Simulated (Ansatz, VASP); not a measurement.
**One calculation of TiO2, two programs**

The input INCAR:

```
PREC = Accurate
ENCUT = 520
EDIFF = 1E-6
ISMEAR = 0
SIGMA = 0.05
LREAL = F
LASPH = T
NELM = 60
ALGO = Normal
ISIF = 2
LWAVE = F
LCHARG = T
GGA = PE
LELF = T
LVHAR = T
NBANDS = 33
```

KPOINTS

```
Automatic mesh
0
Gamma
  6 6 10
```

File POSCAR:

```
TiO2
1.0
    4.7209445933      0.0000000000      0.0000000000
    0.0000000000      4.7209445933      0.0000000000
    0.0000000000      0.0000000000      3.0133602124
Ti O
2 4
Direct
    0.0000000000      0.0000000000      0.0196221979
    0.5000000000      0.5000000000      0.5196221979
    0.3050970583      0.3050970583     -0.0293535767
    0.1949029417      0.8050970583      0.4706464233
    0.6949029417      0.6949029417     -0.0293535767
    0.8050970583      0.1949029417      0.4706464233
```

Input for Ansatz:

```yaml
crystal:
  lattice:
    - [4.7209445933, 0.0, 0.0]
    - [0.0, 4.7209445933, 0.0]
    - [0.0, 0.0, 3.0133602124]
  atoms:
    - { symbol: Ti, position: [0.0, 0.0, 0.0196221979] }
    - { symbol: Ti, position: [0.5, 0.5, 0.5196221979] }
    - { symbol: O, position: [0.3050970583, 0.3050970583, -0.0293535767] }
    - { symbol: O, position: [0.1949029417, 0.8050970583, 0.4706464233] }
    - { symbol: O, position: [0.6949029417, 0.6949029417, -0.0293535767] }
    - { symbol: O, position: [0.8050970583, 0.1949029417, 0.4706464233] }
basis:
  ecutwfc: 520.0
kpoints:
  mp_grid: { grid: [6, 6, 10] }
hamiltonian:
  xc: pbe
  pseudopotentials: { kind: paw, azcp: { folder: soft_1 } }
scf:
  occupations: { method: gaussian, width: 0.05 }
output:
  forces: true
  stress: true
  eigenvalues: true
```

Change from the starting cell: mode 1 frozen in at -0.087 Å, equal normal strain along x, y and z +0.0167.

Alike in both runs: task single point; functional PBE; k mesh 6 × 6 × 10; occupations gaussian, width 0.05 eV; no spin polarisation.

|  | VASP | Ansatz |
| --- | --- | --- |
| version | VASP 6.6.1 | Ansatz 0.2.0 |
| potentials or method | VASP PAW PBE potentials, release 64 (Ti_sv, O), cutoff 520 eV | scalar-relativistic, plane waves, PAW |
| valence electrons in the cell | 48 | 48 |

```csv
,VASP,Ansatz,Ansatz less VASP
gap on the k mesh at the Fermi level (eV),2.00,2.02,+0.023
least direct gap on the mesh (eV),2.26,2.28,+0.022
pressure (GPa),-7.1,-7.7,-0.58
"traceless stress, the component that is largest in VASP (GPa)",-0.72,-0.95,-0.236
rms of the force components (eV/Å),0.051,0.081,+0.0292
```

Atom by atom the forces differ by 0.030 eV/Å (rms over components).
